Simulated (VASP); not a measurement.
# BAs2 (I4/mmm) in VASP: notebook, part 2 of 2

VASP 6.6.1. The steps go on from the part before.

## Step 3: Relaxation of cell and atoms, PBE

This run uses another cell than the first one, of 17.71 Å³/atom, 0.916 times its volume.

Input file INCAR:

```
PREC     = Accurate       # precision mode
ENCUT    = 600            # plane-wave cutoff, eV
EDIFF    = 1E-6           # SCF threshold, eV
ISMEAR   = 0              # smearing method
SIGMA    = 0.1            # smearing width, eV
LREAL    = F              # projectors in reciprocal space
LASPH    = T              # aspherical terms in the spheres
NELM     = 100            # most SCF steps
ALGO     = Normal         # electronic algorithm
ISIF     = 3              # what is computed and relaxed
LWAVE    = F              # write WAVECAR
LCHARG   = F              # write CHGCAR
GGA      = PE             # functional
IBRION   = 2              # ionic algorithm
NSW      = 90             # ionic steps
EDIFFG   = -0.04          # ionic threshold
```

Input file KPOINTS:

```
regular mesh
0
Gamma
  4 4 4
```

Input file POSCAR:

```
BAs2
1.0
   -3.0541129600      3.0541129600      2.8471976600
    3.0541129600     -3.0541129600      2.8471976600
    3.0541129600      3.0541129600     -2.8471976600
B As
2 4
Direct
    0.7776095400      0.7776095400      0.0000000000
    0.2223904600      0.2223904600      0.0000000000
    0.0000000000      0.7445779100      0.7445779100
    0.0000000000      0.2554220900      0.2554220900
    0.7445779100      0.0000000000      0.7445779100
    0.2554220900      0.0000000000      0.2554220900
```

Potentials or basis: VASP PAW PBE potentials, release 64 (B, As).

Run with:

```bash
$ cat potpaw_PBE.64/B/POTCAR potpaw_PBE.64/As/POTCAR > POTCAR
$ mpirun -np 1 vasp_std > vasp.out
```

OUTCAR:

```text
PREC = Accurate
   ENCUT = 600
   EDIFF = 1E-6
   ISMEAR = 0
   LREAL = F
   LASPH = T
   NELM = 100
   ISIF = 3
   GGA = PE
   IBRION = 2
   NSW = 90
   EDIFFG = -0.04

 ion  position               nearest neighbor table
   1  0.778  0.778  0.000-   3 2.01   4 2.01   5 2.01   6 2.01
   2  0.222  0.222  0.000-   3 2.01   4 2.01   5 2.01   6 2.01
   3  0.000  0.745  0.745-   1 2.01   2 2.01   6 2.21   5 2.21
   4  0.000  0.255  0.255-   1 2.01   2 2.01   6 2.21   5 2.21
   5  0.745  0.000  0.745-   1 2.01   2 2.01   4 2.21   3 2.21
   6  0.255  0.000  0.255-   1 2.01   2 2.01   4 2.21   3 2.21

  LATTYP: Found a body centered tetragonal cell.
 ALAT       =     6.1082259200
 C/A-ratio  =     0.9322502793

  Lattice vectors:

 A1 = (  -3.0541129600,   3.0541129600,   2.8471976600)
 A2 = (   3.0541129600,  -3.0541129600,   2.8471976600)
[... 555 lines left out ...]
  free  energy   TOTEN  =       -21.5111476689 eV

  energy  without entropy=      -21.4930294916  energy(sigma->0) =      -21.50208858

[... ionic steps 4 to 30 ...]

--------------------------------------- Ionic step       31  -------------------------------------------

 number of electron      25.9999997 magnetization

------------------------ aborting loop because EDIFF is reached ----------------------------------------
[... 75 lines left out ...]
--------------------------------------- Ionic step       33  -------------------------------------------

 number of electron      25.9999996 magnetization

 Free energy of the ion-electron system (eV)
  ---------------------------------------------------
  ext. energy  EPLUGINS =         0.00000000
  ---------------------------------------------------
  free energy    TOTEN  =       -28.99765674 eV

  energy without entropy =      -28.98226949  energy(sigma->0) =      -28.98996312

 E-fermi :   4.4998     XC(G=0):  -9.6794

 val. band max:        4.4826754468   @ k =   0.0000   0.0000   0.0000
 cond. band min:       4.5387142230   @ k =  -0.2500   0.2500   0.2500
 fundamental gap:      0.0560387761
 Fermi energy:         4.4997983452

 k-point     1 :       0.0000    0.0000    0.0000
  band No.  band energies     occupation
      1     -10.8239      2.00000
      2      -6.8050      2.00000
      3      -6.8050      2.00000
      4      -3.4194      2.00000
      5      -3.1139      2.00000
      6      -1.3644      2.00000
[... 282 lines left out ...]
  FREE ENERGIE OF THE ION-ELECTRON SYSTEM (eV)
  ---------------------------------------------------
  free  energy   TOTEN  =       -28.9976567418 eV

  energy  without entropy=      -28.9822694945  energy(sigma->0) =      -28.98996312

 reached required accuracy - stopping structural energy minimisation
```

OSZICAR:

```text
N       E                     dE             d eps       ncg     rms          rms(c)
DAV:   1     0.121593882527E+03    0.12159E+03   -0.11888E+04   442   0.145E+03
DAV:   2    -0.162082650276E+02   -0.13780E+03   -0.13569E+03   585   0.208E+02
DAV:   3    -0.235675726041E+02   -0.73593E+01   -0.72538E+01   575   0.515E+01
[... 320 lines left out ...]
DAV:   1    -0.289980465782E+02   -0.26129E-02   -0.55355E-02   443   0.149E+00    0.119E-01
DAV:   2    -0.289978442135E+02    0.20236E-03   -0.18540E-03   566   0.270E-01    0.736E-02
DAV:   3    -0.289976565857E+02    0.18763E-03   -0.45397E-04   471   0.120E-01    0.936E-03
DAV:   4    -0.289976573188E+02   -0.73313E-06   -0.32175E-05   573   0.320E-02    0.654E-03
DAV:   5    -0.289976567418E+02    0.57699E-06   -0.17405E-06   346   0.748E-03
  33 F= -.28997657E+02 E0= -.28989963E+02  d E =-.222295E-02
```

CONTCAR:

```text
BAs2
   1.00000000000000
    -3.6398807051655573    3.6398807051655573    2.1286202575326012
     3.6398807051655573   -3.6398807051655573    2.1286202575326012
     3.6398807051655573    3.6398807051655573   -2.1286202575326012
  B               As
     2     4
Direct
     0.6926850789644842    0.6926850789644842    0.0000000000000000
     0.3073149210355156    0.3073149210355156    0.0000000000000000
     0.0000000000000000    0.7497800073922877    0.7497800073922877
     0.0000000000000000    0.2502199926077124    0.2502199926077124
     0.7497800073922876    0.0000000000000000    0.7497800073922876
     0.2502199926077124    0.0000000000000000    0.2502199926077124

  0.00000000E+00  0.00000000E+00  0.00000000E+00
  0.00000000E+00  0.00000000E+00  0.00000000E+00
  0.00000000E+00  0.00000000E+00  0.00000000E+00
  0.00000000E+00  0.00000000E+00  0.00000000E+00
  0.00000000E+00  0.00000000E+00  0.00000000E+00
  0.00000000E+00  0.00000000E+00  0.00000000E+00
```

It took 10 min on 1 thread of Intel Xeon 6975P-C (Granite Rapids), shared host; peak memory 0.28 GiB.

Results:

- Free energy: -28.9977 eV
- Relaxed volume: 18.80 Å³/atom
- Relaxed cell: a = 5.570 Å, b = 5.570 Å, c = 5.570 Å, α = 98.40°, β = 98.40°, γ = 135.07°
- Space group after relaxing (to 0.05 Å): I4/mmm (No. 139)
- Energy gained by relaxing: 1241.3 meV/atom
- Ionic steps: 33
- Pressure after relaxing: 0.2 GPa
- Largest force after relaxing: 0.024 eV/Å
- Band gap on the k mesh: zero (band 13 reaches 4.54 eV, above the bottom of band 14 at 4.39 eV)

Forces on the atoms (eV/Å):
```
B    0.000  0.000 -0.010
B    0.000  0.000  0.010
As   0.024  0.000  0.000
As  -0.024  0.000  0.000
As   0.000  0.024  0.000
As   0.000 -0.024  0.000
```

Stress tensor (GPa, compression positive):
```
0.32 0.00 0.00
0.00 0.32 0.00
0.00 0.00 0.04
```

The path:
```
step  energy change (eV)  largest force (eV/Å)  pressure (GPa)  volume (Å³)
   1              0.0000                8.6245           35.61       106.23
   2              1.6654                0.6078          -11.65       177.23
   3              0.0388                1.4400          -12.56       161.01
   4             -1.6817                1.9731          -12.12       146.89
   5             -3.7838                1.1079           -3.91       125.59
   6             -3.7749                0.6342            4.80       117.25
   7             -3.8934                0.4967           -0.68       121.87
   8             -3.8964                0.3624           -0.01       121.23
   9             -3.8956                0.4291           -0.34       121.54
  10             -4.0254                0.2973           -0.67       121.62
  11             -4.5380                0.5481           -1.44       121.18
  12             -5.5533                2.9772           -0.63       117.00
  13             -5.5854                3.4730            0.12       115.66
  14             -5.6421                3.5297           -0.16       115.71
  15             -5.8002                3.6781           -0.86       115.77
  16             -6.0159                3.5638           -1.43       115.41
  17             -5.9316                1.0289            2.00       112.74
  18             -5.9239                2.5592            0.52       113.92
  19             -6.0595                1.9426           -0.17       114.09
  20             -6.3519                0.7159           -1.56       114.55
  21             -6.1021                6.7108           -1.47       115.16
  22             -6.4122                1.5347           -1.84       114.75
  23             -6.4960                1.7088           -1.82       114.66
  24             -6.7276                2.2917           -1.63       114.29
  25             -6.9992                3.7909           -0.75       113.20
  26             -7.2895                1.7955           -0.67       112.80
  27             -7.4331                0.3395            0.17       112.12
  28             -7.4334                0.4139            0.22       112.09
  29             -7.4333                0.4745            0.27       112.07
  30             -7.4376                0.4254            0.33       112.13
  31             -7.4451                0.2597            0.53       112.33
  32             -7.4455                0.2041            0.59       112.39
  33             -7.4477                0.0237            0.23       112.81
```

Final structure:
```
B As
1.0
    -3.63988    3.63988    2.12862
     3.63988   -3.63988    2.12862
     3.63988    3.63988   -2.12862
B As
2 4
Cartesian
  0.0000 0.0000 2.9489
  0.0000 0.0000 1.3083
  5.4582 0.0000 0.0000
  1.8215 0.0000 0.0000
  0.0000 5.4582 0.0000
  0.0000 1.8215 0.0000
```

Levels at points of the mesh, in eV from the Fermi level:
| k point | band 11 | band 12 | band 13 | band 14 | band 15 | band 16 |
| --- | --- | --- | --- | --- | --- | --- |
| (0.00, 0.00, 0.00) | -2.44 | -2.44 | -0.80 | -0.02 | -0.02 | 2.05 |
| (0.50, 0.00, 0.00) | -2.27 | -2.15 | -0.16 | 0.33 | 1.13 | 1.49 |
| (0.50, 0.50, 0.00) | -2.29 | -1.42 | -0.89 | 0.99 | 1.12 | 2.36 |
| (0.50, 0.50, 0.50) | -1.88 | -1.88 | -0.11 | -0.11 | 0.79 | 1.39 |

Caveat: the k points lie up to 0.43 Å⁻¹ apart in the final cell.

## Step 4: Single point, PBE

Input file INCAR:

```
ALGO = Normal
EDIFF = 1E-6
ENCUT = 600
GGA = PE
GGA_COMPAT = False
ISIF = 2
ISMEAR = 0
LASPH = True
LCHARG = True
LELF = True
LREAL = False
LVHAR = True
LWAVE = False
NBANDS = 42
NELM = 120
PREC = Accurate
SIGMA = 0.1
```

Input file KPOINTS:

```
k-points
0
Gamma
  4 4 4
```

Input file POSCAR:

```
BAs2
1.0
   -3.6995261178      3.6995261178      2.1163912353
    3.6995261178     -3.6995261178      2.1163912353
    3.6995261178      3.6995261178     -2.1163912353
B As
2 4
Direct
    0.6937469522      0.6937469522      0.0000000000
    0.3062530478      0.3062530478      0.0000000000
    0.0000000000      0.7542394150      0.7542394150
    0.0000000000      0.2457605850      0.2457605850
    0.7542394150      0.0000000000      0.7542394150
    0.2457605850      0.0000000000      0.2457605850
```

Potentials or basis: VASP PAW PBE potentials, release 64 (B, As_d).

Run with:

```bash
$ cat potpaw_PBE.64/B/POTCAR potpaw_PBE.64/As_d/POTCAR > POTCAR
$ mpirun -np 1 vasp_std > vasp.out
```

OUTCAR:

```text
EDIFF = 1E-6
   ENCUT = 600
   GGA = PE
   ISIF = 2
   ISMEAR = 0
   LASPH = True
   LREAL = False
   NELM = 120
   PREC = Accurate

 ion  position               nearest neighbor table
   1  0.694  0.694  0.000-   2 1.64   4 2.23   6 2.23   3 2.23   5 2.23
   2  0.306  0.306  0.000-   1 1.64   4 2.23   6 2.23   3 2.23   5 2.23
   3  0.000  0.754  0.754-   2 2.23   1 2.23   5 2.57   6 2.57
   4  0.000  0.246  0.246-   2 2.23   1 2.23   6 2.57   5 2.57
   5  0.754  0.000  0.754-   2 2.23   1 2.23   3 2.57   4 2.57
   6  0.246  0.000  0.246-   2 2.23   1 2.23   4 2.57   3 2.57

  LATTYP: Found a body centered tetragonal cell.
 ALAT       =     7.3990522356
 C/A-ratio  =     0.5720708999

  Lattice vectors:

 A1 = (  -3.6995261178,   3.6995261178,   2.1163912353)
 A2 = (   3.6995261178,  -3.6995261178,   2.1163912353)
 A3 = (   3.6995261178,   3.6995261178,  -2.1163912353)

Analysis of symmetry for initial positions (statically):
=====================================================================
 Subroutine PRICEL returns:
 Original cell was already a primitive cell.

 Routine SETGRP: Setting up the symmetry group for a
 body centered tetragonal supercell.

 Subroutine GETGRP returns: Found 16 space group operations
 (whereof 16 operations were pure point group operations)
 out of a pool of 16 trial point group operations.

The static configuration has the point symmetry D_4h.

Analysis of symmetry for dynamics (positions and initial velocities):
=====================================================================
 Subroutine PRICEL returns:
 Original cell was already a primitive cell.

 Routine SETGRP: Setting up the symmetry group for a
 body centered tetragonal supercell.

 Subroutine GETGRP returns: Found 16 space group operations
 (whereof 16 operations were pure point group operations)
[... 118 lines left out ...]
     AMIX_MAG =   1.60;   BMIX_MAG =  1.00
  volume/ion in A,a.u.               =      19.31       130.31
  Fermi-wavevector in a.u.,A,eV,Ry     =   1.357084  2.564517 25.057540  1.841677
  Thomas-Fermi vector in A             =   2.484033
   LORBIT       =      0    0 simple, 1 ext, 2 COOP (PROOUT), +10 PAW based schemes
   GGA     = PE    functional components
   LHFCALC =     F    Hartree Fock is set to
   AEXX    =    0.0000 exact exchange contribution
   IVDW    =     0    specifies the selected vdW correction
   LEPSILON=     F    determine dielectric tensor
   LRPA    =     F    only Hartree local field effects (RPA)
 non-spin polarized calculation
 Gauss-broadening in eV      SIGMA  =   0.10
  energy-cutoff  :      600.00
  volume of cell :      115.86
 maximum number of plane-waves:      3893
 NGX is ok and might be reduce to    48
   NGX = 23   NGY = 23   NGZ = 23

 number of electron      65.9999979 magnetization

 Free energy of the ion-electron system (eV)
  ---------------------------------------------------
  ext. energy  EPLUGINS =         0.00000000
  ---------------------------------------------------
  free energy    TOTEN  =       -29.05278299 eV

  energy without entropy =      -29.03799837  energy(sigma->0) =      -29.04539068

 E-fermi :   3.0545     XC(G=0): -10.0453

 val. band max:        3.0145635363   @ k =  -0.2500   0.2500   0.0000
 cond. band min:       3.0826428491   @ k =  -0.2500   0.5000   0.2500
 fundamental gap:      0.0680793128
 Fermi energy:         3.0545248215

 k-point     1 :       0.0000    0.0000    0.0000
  band No.  band energies     occupation
      1     -33.2551      2.00000
      2     -33.2260      2.00000
      3     -33.2105      2.00000
      4     -33.2105      2.00000
      5     -33.1927      2.00000
      6     -33.1927      2.00000
[... 574 lines left out ...]
     41       7.3216      0.00000
     42       9.1675      0.00000

------------------------ aborting loop because EDIFF is reached ----------------------------------------

  FORCE on cell =-STRESS in cart. coord.  units (eV):
  Direction    XX          YY          ZZ          XY          YZ          ZX
  --------------------------------------------------------------------------------------
  -------------------------------------------------------------------------------------
  Total        0.0749959      0.0749959      0.0038252      0.0000000      0.0000000     -0.0000000
  in kB        1.0370512      1.0370512      0.0528953      0.0000000      0.0000000     -0.0000000
  external PRESSURE =       0.7089993 kB  Pullay stress =       0.0000000 kB

 VOLUME and BASIS-vectors are now :
 -----------------------------------------------------------------------------
  energy-cutoff  :      600.00
  volume of cell :      115.86
      direct lattice vectors                 reciprocal lattice vectors
    -3.699526118  3.699526118  2.116391235     0.000000000  0.135152445  0.236251215
     3.699526118 -3.699526118  2.116391235     0.135152445  0.000000000  0.236251215
     3.699526118  3.699526118 -2.116391235     0.135152445  0.135152445  0.000000000

 POSITION                                       TOTAL-FORCE (eV/Angst)
 -----------------------------------------------------------------------------------
      0.00000      0.00000      2.93648        -0.000000     -0.000000      0.007379
      0.00000      0.00000      1.29630        -0.000000     -0.000000     -0.007379
      5.58066      0.00000      0.00000        -0.015488      0.000000      0.000000
      1.81840      0.00000      0.00000         0.015488     -0.000000      0.000000
      0.00000      5.58066      0.00000         0.000000     -0.015488      0.000000
      0.00000      1.81840      0.00000        -0.000000      0.015488      0.000000
 -----------------------------------------------------------------------------------
    total drift:                               -0.000000     -0.000000      0.000000

  FREE ENERGIE OF THE ION-ELECTRON SYSTEM (eV)
  ---------------------------------------------------
  free  energy   TOTEN  =       -29.0527829909 eV

  energy  without entropy=      -29.0379983743  energy(sigma->0) =      -29.04539068
```

OSZICAR:

```text
N       E                     dE             d eps       ncg     rms          rms(c)
DAV:   1     0.696885806222E+03    0.69689E+03   -0.29873E+04  1554   0.778E+03
DAV:   2     0.103274079270E+03   -0.59361E+03   -0.56511E+03  1092   0.133E+03
DAV:   3    -0.189237983426E+02   -0.12220E+03   -0.11789E+03  1126   0.231E+02
DAV:   4    -0.312135429603E+02   -0.12290E+02   -0.11827E+02  1348   0.813E+01
DAV:   5    -0.316491587450E+02   -0.43562E+00   -0.43366E+00  1254   0.179E+01    0.908E+00
DAV:   6    -0.289546529818E+02    0.26945E+01   -0.67576E+00  1494   0.123E+01    0.399E+00
DAV:   7    -0.290807883183E+02   -0.12614E+00   -0.18722E+00  1340   0.568E+00    0.245E+00
DAV:   8    -0.290599300005E+02    0.20858E-01   -0.14096E-01  1372   0.305E+00    0.771E-01
DAV:   9    -0.290523828979E+02    0.75471E-02   -0.42852E-02  1338   0.125E+00    0.122E-01
DAV:  10    -0.290526907112E+02   -0.30781E-03   -0.48293E-03  1280   0.635E-01    0.501E-02
DAV:  11    -0.290527655777E+02   -0.74867E-04   -0.24368E-04  1352   0.126E-01    0.195E-02
DAV:  12    -0.290527813611E+02   -0.15783E-04   -0.34129E-05  1356   0.567E-02    0.565E-03
DAV:  13    -0.290527829754E+02   -0.16143E-05   -0.37742E-06   982   0.149E-02    0.134E-03
DAV:  14    -0.290527829909E+02   -0.15505E-07   -0.59598E-07   672   0.955E-03
   1 F= -.29052783E+02 E0= -.29045391E+02  d E =-.147846E-01
```

stdout:

```text
POSCAR found type information on POSCAR B As
 POSCAR found :  2 types and       6 ions
 scaLAPACK will be used
 LDA part: xc-table for (Slater+PW92), standard interpolation
 POSCAR, INCAR and KPOINTS ok, starting setup
 FFT: planning ... GRIDC
 FFT: planning ... GRID_SOFT
 FFT: planning ... GRID
 WAVECAR not read
 entering main loop
```

Wall time 1.7 min (1 thread of Intel Xeon Platinum 8488C (Sapphire Rapids), shared host); peak memory 0.33 GiB.

Results:

* Free energy: -29.0528 eV
* Pressure: 0.1 GPa
* Largest force: 0.015 eV/Å
* Band gap on the k mesh: zero (band 33 reaches 3.11 eV, above the bottom of band 34 at 2.87 eV)

Forces on the atoms (eV/Å):
```
B    0.000  0.000  0.007
B    0.000  0.000 -0.007
As  -0.015  0.000  0.000
As   0.015  0.000  0.000
As   0.000 -0.015  0.000
As   0.000  0.015  0.000
```

Levels at points of the mesh, in eV from the Fermi level:
| k point | band 31 | band 32 | band 33 | band 34 | band 35 | band 36 |
| --- | --- | --- | --- | --- | --- | --- |
| (0.00, 0.00, 0.00) | -2.41 | -2.41 | -0.55 | 0.08 | 0.08 | 2.07 |
| (0.50, 0.00, 0.00) | -2.39 | -2.11 | -0.17 | 0.30 | 0.96 | 1.52 |
| (0.50, 0.50, 0.00) | -2.28 | -1.53 | -0.94 | 1.02 | 1.09 | 2.32 |
| (0.50, 0.50, 0.50) | -1.92 | -1.92 | -0.18 | -0.18 | 0.77 | 1.60 |

Caveat: the k points lie up to 0.43 Å⁻¹ apart.

## Step 5: Summary

```tsv
task	potentials or basis	cell	k mesh	cutoff (eV)	second run	gap on the mesh (eV)	pressure (GPa)	largest force (eV/Å)
single point	VASP PAW PBE potentials, release 64 (B, As)	a = 5.648 Å, angles 98.1, 98.1, 136.0°, 6 atoms	6 × 6 × 6	520	-	none	0.3	0.07
relaxation of cell and atoms	VASP PAW PBE potentials, release 64 (B, As)	relaxed from a = 5.173 Å, angles 107.6, 107.6, 113.2°, 6 atoms	4 × 4 × 4	600	-	none	0.2	0.02
single point	VASP PAW PBE potentials, release 64 (B, As_d)	a = 5.644 Å, angles 98.1, 98.1, 136.0°, 6 atoms	4 × 4 × 4	600	valence_matched	none	0.1	0.02
```

Alike in all rows: level PBE; no spin polarisation; smearing gaussian 0.1 eV.

Caveats: some runs use coarse meshes.

Total energies depend on the potentials used, so only differences within one code and one set of settings carry meaning.
